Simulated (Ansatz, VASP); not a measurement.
## Two plane-wave programs on Sc5AlN6

POSCAR

```
Sc5AlN6
1.0
    3.1604587000      0.0000000000      0.0000000000
    0.0000000000      3.1604587000      0.0000000000
    0.0000000000      0.0000000000     13.2943238000
Sc Al N
5 1 6
Direct
    0.0000000000      0.0000000000      0.6587730000
    0.0000000000      0.0000000000      0.3412270000
    0.5000000000      0.5000000000      0.1706020000
    0.0000000000      0.0000000000      0.0000000000
    0.5000000000      0.5000000000      0.8293980000
    0.5000000000      0.5000000000      0.5000000000
    0.0000000000      0.0000000000      0.5000000000
    0.5000000000      0.5000000000      0.3440950000
    0.0000000000      0.0000000000      0.1699400000
    0.5000000000      0.5000000000      0.0000000000
    0.0000000000      0.0000000000      0.8300600000
    0.5000000000      0.5000000000      0.6559050000
```

The input INCAR.step1:

```
SYSTEM = Sc5AlN6
ALGO = Normal
EDIFF = 1E-4
ENCUT = 520
GGA = PE
ISMEAR = 0
LASPH = .TRUE.
LCHARG = .FALSE.
LREAL = .FALSE.
LWAVE = .TRUE.
NBANDS = 56
NELM = 100
PREC = Accurate
SIGMA = 0.01
```

Contents of INCAR.step2:

```
SYSTEM = Sc5AlN6
ALGO = Normal
EDIFF = 1E-6
ENCUT = 520
ISIF = 2
ISMEAR = 0
ISTART = 1
LASPH = .TRUE.
LCHARG = .FALSE.
LMIXTAU = .TRUE.
LREAL = .FALSE.
LWAVE = .FALSE.
METAGGA = R2SCAN
NBANDS = 56
NELM = 100
PREC = Accurate
SIGMA = 0.01
```

KPOINTS

```
k-points
0
G
  12 12 4
  0 0 0
```

Input for Ansatz:

```yaml
crystal:
  lattice:
    - [3.1604587, 0.0, 0.0]
    - [0.0, 3.1604587, 0.0]
    - [0.0, 0.0, 13.2943238]
  atoms:
    - { symbol: Sc, position: [0.0, 0.0, 0.658773] }
    - { symbol: Sc, position: [0.0, 0.0, 0.341227] }
    - { symbol: Sc, position: [0.5, 0.5, 0.170602] }
    - { symbol: Sc, position: [0.0, 0.0, 0.0] }
    - { symbol: Sc, position: [0.5, 0.5, 0.829398] }
    - { symbol: Al, position: [0.5, 0.5, 0.5] }
    - { symbol: "N", position: [0.0, 0.0, 0.5] }
    - { symbol: "N", position: [0.5, 0.5, 0.344095] }
    - { symbol: "N", position: [0.0, 0.0, 0.16994] }
    - { symbol: "N", position: [0.5, 0.5, 0.0] }
    - { symbol: "N", position: [0.0, 0.0, 0.83006] }
    - { symbol: "N", position: [0.5, 0.5, 0.655905] }
basis:
  ecutwfc: 500
kpoints:
  mp_grid: { grid: [12, 12, 4] }
  band_path:
    path:
      - [[0.0, 0.0, 0.0], [0.0, 0.5, 0.0], [0.5, 0.5, 0.0], [0.0, 0.0, 0.0], [0.0, 0.0, 0.5], [0.0, 0.5, 0.5], [0.5, 0.5, 0.5], [0.0, 0.0, 0.5]]
      - [[0.0, 0.5, 0.0], [0.0, 0.5, 0.5]]
      - [[0.5, 0.5, 0.0], [0.5, 0.5, 0.5]]
    npoints: 10
hamiltonian:
  xc: r2scan
scf:
  occupations: { method: gaussian, width: 0.01 }
  n_extra_bands: 30
output:
  forces: true
  stress: true
  eigenvalues: true
  populations: true
  dos: { projected: true, de: 0.02, nscf_kmesh: { grid: [15, 15, 5] } }
  bader: false
  write_density: true
  write_potential: true
  elf: true
  volumetric_format: npy
```

Alike in both runs: task single point; functional r2SCAN; k mesh 12 × 12 × 4; occupations gaussian, width 0.01 eV; no spin polarisation.

```csv
,VASP,Ansatz
version,VASP 6.6.1,Ansatz 0.2.0
potentials or method,"VASP PAW PBE potentials, release 64 (Sc_sv, Al, N), cutoff 520 eV","scalar-relativistic, plane waves, PAW"
valence electrons in the cell,88,88
```

Ansatz gave:

- gap on the k mesh at the Fermi level (eV): 0.42
- least direct gap on the mesh (eV): 0.42
- pressure (GPa): -2.4
- traceless stress, the component that is largest in VASP (GPa): -0.19
- rms of the force components (eV/Å): 0.022

Estimate VASP's values.

gap on the k mesh at the Fermi level (eV): 0.42; least direct gap on the mesh (eV): 0.42; pressure (GPa): -0.9; traceless stress, the component that is largest in VASP (GPa): -0.18; rms of the force components (eV/Å): 0.033.

VASP's potentials were made for PBE, not for r2SCAN. Atom by atom the forces differ by 0.015 eV/Å (rms over components). The functional is the same, so the differences come from potentials, cutoffs and numerics.
